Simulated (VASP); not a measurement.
# W (I4/mmm) in VASP: a series of runs

The runs below take W through single point, with PBE.

Program: VASP 6.6.1. These are calculated values, not measurements. Logs are shortened: lines on timing, memory, paths and dates and some standing lists are left out, and cuts for length are marked.

## 1. The cell of the first run

It takes space group I4/mmm (No. 139, tetragonal). Conventional cell: a = 3.195 Å, b = 3.195 Å, c = 3.035 Å, α = 90.00°, β = 90.00°, γ = 90.00°. W (site symmetry 4/mmm) has 14 W at 2.72 to 3.19 Å within 3.6 Å.

## 2. Single point, PBE (strain +0.000 along x and y, -0.050 along z)

INCAR reads:

```
SYSTEM = W
  PREC = Accurate
  ENCUT = 520
  EDIFF = 1E-7
  ISMEAR = -1
  SIGMA = 0.4
  LREAL = .FALSE.
  LASPH = .TRUE.
  NELM = 60
  ALGO = Fast
  ISIF = 2
  LWAVE = .FALSE.
  LCHARG = .FALSE.
  GGA = PE
  NBANDS = 13
```

KPOINTS reads:

```
regular mesh
0
G
  20 20 20
  0 0 0
```

POSCAR reads:

```
W
1.0
   -1.5973000000      1.5973000000      1.5174350000
    1.5973000000     -1.5973000000      1.5174350000
    1.5973000000      1.5973000000     -1.5174350000
W
1
Direct
    0.0000000000      0.0000000000      0.0000000000
```

Potentials or basis: VASP PAW PBE potentials, release 64 (W_sv).

Launch:

```console
> cat potpaw_PBE.64/W_sv/POTCAR > POTCAR
> mpirun -np 1 vasp_std > vasp.out
```

OUTCAR:

```text
SYSTEM = W
   PREC = Accurate
   ENCUT = 520
   EDIFF = 1E-7
   ISMEAR = -1
   LREAL = .FALSE.
   LASPH = .TRUE.
   NELM = 60
   ISIF = 2
   GGA = PE

 ion  position               nearest neighbor table
   1  0.000  0.000  0.000-

  LATTYP: Found a body centered tetragonal cell.
 ALAT       =     3.1946000000
 C/A-ratio  =     0.9500000000

  Lattice vectors:

 A1 = (  -1.5973000000,   1.5973000000,   1.5174350000)
 A2 = (   1.5973000000,  -1.5973000000,   1.5174350000)
 A3 = (   1.5973000000,   1.5973000000,  -1.5174350000)

Analysis of symmetry for initial positions (statically):
=====================================================================
 Subroutine PRICEL returns:
 Original cell was already a primitive cell.

 Routine SETGRP: Setting up the symmetry group for a
 body centered tetragonal supercell.

 Subroutine GETGRP returns: Found 16 space group operations
 (whereof 16 operations were pure point group operations)
 out of a pool of 16 trial point group operations.

The static configuration has the point symmetry D_4h.

Analysis of symmetry for dynamics (positions and initial velocities):
=====================================================================
 Subroutine PRICEL returns:
 Original cell was already a primitive cell.

 Routine SETGRP: Setting up the symmetry group for a
 body centered tetragonal supercell.

 Subroutine GETGRP returns: Found 16 space group operations
 (whereof 16 operations were pure point group operations)
 out of a pool of 16 trial point group operations.

The dynamic configuration has the point symmetry D_4h.

 Subroutine INISYM returns: Found 16 space group operations
 (whereof 16 operations are pure point group operations),
 and found     1 'primitive' translations

----------------------------------------------------------------------------------------

                                     Primitive cell

  volume of cell :      15.4861

  direct lattice vectors                    reciprocal lattice vectors
    -1.597300000  1.597300000  1.517435000     0.000000000  0.313028235  0.329503405
     1.597300000 -1.597300000  1.517435000     0.313028235  0.000000000  0.329503405
     1.597300000  1.597300000 -1.517435000     0.313028235  0.313028235  0.000000000

  length of vectors
     2.721276090  2.721276090  2.721276090     0.454487811  0.454487811  0.442688776

  position of ions in fractional coordinates (direct lattice)
     0.000000000  0.000000000  0.000000000

  ion indices of the primitive-cell ions
   primitive index   ion index
                 1           1

----------------------------------------------------------------------------------------

 KPOINTS: regular mesh

Automatic generation of k-mesh.
 Grid dimensions read from file:
 generate k-points for:   20   20   20

 Generating k-lattice:

  Cartesian coordinates                     Fractional coordinates (reciprocal lattice)
     0.000000000  0.015651412  0.016475170     0.050000000  0.000000000 -0.000000000
     0.015651412  0.000000000  0.016475170     0.000000000  0.050000000 -0.000000000
     0.015651412  0.015651412  0.000000000     0.000000000  0.000000000  0.050000000

  Length of vectors
     0.022724391  0.022724391  0.022134439

  Shift w.r.t. Gamma in fractional coordinates (k-lattice)
     0.000000000  0.000000000  0.000000000

 Subroutine IBZKPT returns following result:
 ===========================================

 Found    641 irreducible k-points:

 Following reciprocal coordinates:
            Coordinates               Weight
  0.000000  0.000000  0.000000      1.000000
  0.050000 -0.000000  0.000000      8.000000
  0.100000 -0.000000  0.000000      8.000000
  0.150000  0.000000  0.000000      8.000000
  0.200000 -0.000000  0.000000      8.000000
  0.250000 -0.000000  0.000000      8.000000
[... 16 lines left out ...]
 -0.400000  0.050000 -0.000000     16.000000
 -0.350000  0.050000 -0.000000     16.000000
 [... further k-points ...]
   k-points           NKPTS =    641   k-points in BZ     NKDIM =    641   number of bands    NBANDS=     13
   number of dos      NEDOS =    301   number of ions     NIONS =      1
   total plane-waves  NPLWV =   8000
   dimension x,y,z NGX =    20 NGY =   20 NGZ =   20
   dimension x,y,z NGXF=    40 NGYF=   40 NGZF=   40
   ions per type =               1
   NGX,Y,Z   is equivalent  to a cutoff of  12.22, 12.22, 12.22 a.u.
   NGXF,Y,Z  is equivalent  to a cutoff of  24.44, 24.44, 24.44 a.u.
 SYSTEM =  W
   PREC   = accura    normal or accurate (medium, high low for compatibility)
   ISTART =      0    job   : 0-new  1-cont  2-samecut
   ICHARG =      2    charge: 1-file 2-atom 10-const
   ISPIN  =      1    spin polarized calculation?
   LNONCOLLINEAR =      F non collinear calculations
   LSORBIT =      F    spin-orbit coupling
   LASPH  =      T    aspherical Exc in radial PAW
   ENCUT  =  520.0 eV  38.22 Ry    6.18 a.u.   5.06  5.06  5.06*2*pi/ulx,y,z
   NELM   =     60;   NELMIN=  2; NELMDL= -5     # of ELM steps
   EDIFF  = 0.1E-06   stopping-criterion for ELM
   LREAL  =      F    real-space projection
   EDIFFG = 0.1E-05   stopping-criterion for IOM
   NSW    =      0    number of steps for IOM
   IBRION =     -1    ionic relax: 0-MD 1-quasi-New 2-CG
   NFREE  =      0    steps in history (QN), initial steepest desc. (CG)
   ISIF   =      2    stress and relaxation
   ISYM   =      2    0-nonsym 1-usesym 2-fastsym
   POTIM  = 0.5000    time-step for ionic-motion
   TEBEG  =    0.0;   TEEND  =   0.0 temperature during run
   PSTRESS=    0.0 pullay stress
   NELECT =      14.0000    total number of electrons
   NUPDOWN=      -1.0000    fix difference up-down
   EMIN   =  10.00;   EMAX   =-10.00  energy-range for DOS
   EFERMI =   0.00;   METHOD = LEGACY
   ISMEAR =    -1;   SIGMA  =   0.40  broadening in eV -4-tet -1-fermi 0-gaus
   EFERMI_NEDOS =   21; number of points for ismear=-14 and -15
   IALGO  =     68    algorithm
   IMIX   =      4    mixing-type and parameters
     AMIX     =   0.40;   BMIX     =  1.00
     AMIX_MAG =   1.60;   BMIX_MAG =  1.00
  volume/ion in A,a.u.               =      15.49       104.51
  Fermi-wavevector in a.u.,A,eV,Ry     =   1.582960  2.991360 34.092948  2.505761
  Thomas-Fermi vector in A             =   2.682803
   LORBIT       =      0    0 simple, 1 ext, 2 COOP (PROOUT), +10 PAW based schemes
   GGA     = PE    functional components
   LHFCALC =     F    Hartree Fock is set to
   AEXX    =    0.0000 exact exchange contribution
   IVDW    =     0    specifies the selected vdW correction
   LEPSILON=     F    determine dielectric tensor
   LRPA    =     F    only Hartree local field effects (RPA)
 non-spin polarized calculation
 RMM-DIIS sequential band-by-band and
  energy-cutoff  :      520.00
  volume of cell :       15.49
 maximum number of plane-waves:       430
   NGX = 11   NGY = 11   NGZ = 11

 number of electron      13.9999999 magnetization

 Free energy of the ion-electron system (eV)
  ---------------------------------------------------
  ext. energy  EPLUGINS =         0.00000000
  ---------------------------------------------------
  free energy    TOTEN  =       -13.03385336 eV

  energy without entropy =      -12.72484277  energy(sigma->0) =      -12.87934807

 E-fermi :  11.7105     XC(G=0): -13.7686

 val. band max:       11.7020580367   @ k =   0.4000   0.0500  -0.0000
 cond. band min:      11.7156325587   @ k =  -0.3500   0.3500   0.2500
 fundamental gap:      0.0135745221
 Fermi energy:        11.7104902645

 k-point     1 :       0.0000    0.0000    0.0000
  band No.  band energies     occupation
      1     -62.3306      2.00000
      2     -25.8718      2.00000
      3     -25.8718      2.00000
      4     -25.8391      2.00000
      5       2.0181      2.00000
      6      10.0744      1.96708
      7      10.8017      1.81305
      8      10.8017      1.81305
      9      13.5965      0.01776
     10      14.5753      0.00155
     11      26.0410      0.00000
     12      26.0410      0.00000
     13      27.0763      0.00000

 k-point     2 :       0.0500   -0.0000    0.0000
  band No.  band energies     occupation
      1     -62.3269      2.00000
      2     -25.8981      2.00000
      3     -25.8837      2.00000
      4     -25.8508      2.00000
      5       2.1460      2.00000
      6      10.0906      1.96574
      7      10.7751      1.82401
      8      10.8234      1.80365
      9      13.5813      0.01844
     10      14.4698      0.00202
     11      26.2628      0.00000
     12      26.2665      0.00000
     13      27.2741      0.00000

 k-point     3 :       0.1000   -0.0000    0.0000
  band No.  band energies     occupation
      1     -62.3162      2.00000
      2     -26.0003      2.00000
      3     -25.9179      2.00000
      4     -25.8581      2.00000
      5       2.5177      2.00000
      6      10.0108      1.97185
      7      10.6731      1.86087
      8      11.0311      1.69069
      9      13.5389      0.02048
     10      14.2547      0.00345
     11      26.7648      0.00000
     12      26.9097      0.00000
     13      27.8828      0.00000
[... 305 lines left out ...]
 k-point    23 :      -0.4000    0.0500   -0.0000
  band No.  band energies     occupation
      1     -62.2003      2.00000
      2     -27.0480      2.00000
      3     -26.2785      2.00000
      4     -25.8984      2.00000
      5       5.5005      2.00000
      6       8.2194      1.99968
      7      10.8514      1.79093
      8      14.1867      0.00409
      9      14.8571      0.00077
     10      16.4767      0.00001
     11      24.2414      0.00000
     12      25.8897      0.00000
     13      30.9417      0.00000

 k-point    24 :      -0.3500    0.0500   -0.0000
  band No.  band energies     occupation
      1     -62.2195      2.00000
      2     -26.8852      2.00000
      3     -26.2185      2.00000
      4     -25.8925      2.00000
      5       5.3486      2.00000
      6       8.4879      1.99937
      7      10.1548      1.95990
      8      14.0041      0.00645
      9      14.5484      0.00166
     10      15.2710      0.00027
     11      25.1431      0.00000
     12      27.4317      0.00000
     13      32.5637      0.00000

 [... further k-points ...]
[... 5 lines left out ...]
  --------------------------------------------------------------------------------------
  -------------------------------------------------------------------------------------
  Total        1.0140870      1.0140870      2.5501260      0.0000000      0.0000000      0.0000000
  in kB      104.9162414    104.9162414    263.8330248      0.0000000      0.0000000      0.0000000
  external PRESSURE =     157.8885025 kB  Pullay stress =       0.0000000 kB

 VOLUME and BASIS-vectors are now :
 -----------------------------------------------------------------------------
  energy-cutoff  :      520.00
  volume of cell :       15.49
      direct lattice vectors                 reciprocal lattice vectors
    -1.597300000  1.597300000  1.517435000     0.000000000  0.313028235  0.329503405
     1.597300000 -1.597300000  1.517435000     0.313028235  0.000000000  0.329503405
     1.597300000  1.597300000 -1.517435000     0.313028235  0.313028235  0.000000000

 POSITION                                       TOTAL-FORCE (eV/Angst)
 -----------------------------------------------------------------------------------
      0.00000      0.00000      0.00000        -0.000000     -0.000000      0.000000
 -----------------------------------------------------------------------------------
    total drift:                                0.000000      0.000000      0.000000

  FREE ENERGIE OF THE ION-ELECTRON SYSTEM (eV)
  ---------------------------------------------------
  free  energy   TOTEN  =       -13.0338533627 eV

  energy  without entropy=      -12.7248427689  energy(sigma->0) =      -12.87934807
```

It took 2.9 min on 1 thread of Intel Xeon Platinum 8175M at 2.50GHz (Skylake/Cascade Lake), shared host; peak memory 0.23 GiB.

What came out:

| Item | Value |
| --- | --- |
| Free energy | -13.0339 eV |
| Pressure | 15.8 GPa |
| Band gap on the k mesh | zero (band 7 reaches 17.08 eV, above the bottom of band 8 at 10.56 eV) |

Stress tensor (GPa, compression positive):
```
10.49  0.00  0.00
 0.00 10.49  0.00
 0.00  0.00 26.38
```

Caveat: the cell differs from its parent crystal (strain +0.000 along x and y, -0.050 along z); spin-orbit coupling is left out, which moves the levels of the heavy elements.

(Continued in part 2 of 2.)
